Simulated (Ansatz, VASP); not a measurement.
# One calculation of WS2, two programs

```
W S
1.0
     3.14613    0.00000    0.00000
    -1.57307    2.72463    0.00000
     0.00000    0.00000   12.69173
W S
2 4
Cartesian
  0.0000 1.8164 3.1729
  1.5731 0.9082 9.5188
  0.0000 1.8164 7.9512
  1.5731 0.9082 1.6054
  0.0000 1.8164 11.0864
  1.5731 0.9082 4.7405
```

Alike in both runs: task single point; functional PBEsol; k mesh 12 × 12 × 2; occupations gaussian, width 0.05 eV; no spin polarisation.

|  | VASP | Ansatz |
| --- | --- | --- |
| version | VASP 6.6.1 | Ansatz 0.2.0 |
| potentials or method | VASP PAW PBE potentials, release 64 (W_sv, S), cutoff 520 eV | scalar-relativistic, plane waves, PAW |
| valence electrons in the cell | 52 | 52 |

|  | VASP | Ansatz | Ansatz less VASP |
| --- | --- | --- | --- |
| gap on the k mesh at the Fermi level (eV) | 1.11 | 1.10 | -0.015 |
| least direct gap on the mesh (eV) | 1.87 | 1.86 | -0.004 |
| pressure (GPa) | 0.1 | 0.0 | -0.12 |
| rms of the force components (eV/Å) | 0.010 | 0.000 | -0.0097 |

VASP's potentials were made for PBE, not for PBEsol. Atom by atom the forces differ by 0.010 eV/Å (rms over components). With one functional, cell and mesh, what is left measures potentials, basis and numerics.

Spin-orbit coupling is off throughout.
